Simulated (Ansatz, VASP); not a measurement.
PbF2 in VASP and in Ansatz

File INCAR:

```
SYSTEM = PbF2
  ALGO = Normal
  EDIFF = 1E-7
  ENCUT = 520
  GGA = PE
  ISIF = 2
  ISMEAR = 0
  LASPH = .TRUE.
  LCHARG = .FALSE.
  LREAL = .FALSE.
  LWAVE = .FALSE.
  NBANDS = 21
  NELM = 80
  PREC = Accurate
  SIGMA = 0.05
```

KPOINTS

```
k-points
0
G
  10 10 10
  0 0 0
```

The input POSCAR:

```
PbF2
1.0
    0.0000000000      3.0003645022      3.0003645022
    3.0003645022      0.0000000000      3.0003645022
    3.0003645022      3.0003645022      0.0000000000
Pb F
1 2
Direct
    0.0000000000      0.0000000000      0.0000000000
    0.2500000000      0.2500000000      0.2500000000
    0.7500000000      0.7500000000      0.7500000000
```

Input for Ansatz:

```yaml
crystal:
  lattice:
    - [0.0, 3.0003645022, 3.0003645022]
    - [3.0003645022, 0.0, 3.0003645022]
    - [3.0003645022, 3.0003645022, 0.0]
  atoms:
    - { symbol: Pb, position: [0.0, 0.0, 0.0] }
    - { symbol: F, position: [0.25, 0.25, 0.25] }
    - { symbol: F, position: [0.75, 0.75, 0.75] }
basis:
  ecutwfc: 420
  ecutrho_ratio: 4
kpoints:
  mp_grid: { grid: [10, 10, 10] }
hamiltonian:
  xc: pbe
scf:
  occupations: { method: gaussian, width: 0.05 }
output:
  forces: true
  stress: true
  eigenvalues: true
```

Alike in both runs: task single point; functional PBE; k mesh 10 × 10 × 10; occupations gaussian, width 0.05 eV; no spin polarisation.

```csv
,VASP,Ansatz
version,VASP 6.6.1,Ansatz 0.2.0
potentials or method,"VASP PAW PBE potentials, release 64 (Pb_d, F), cutoff 520 eV","scalar-relativistic, plane waves, PAW"
valence electrons in the cell,28,28
```

|  | VASP | Ansatz | Ansatz less VASP |
| --- | --- | --- | --- |
| gap on the k mesh at the Fermi level (eV) | 4.43 | 4.43 | +0.004 |
| least direct gap on the mesh (eV) | 4.56 | 4.56 | +0.002 |
| pressure (GPa) | -0.2 | 0.0 | +0.21 |

Spin-orbit coupling is off throughout.
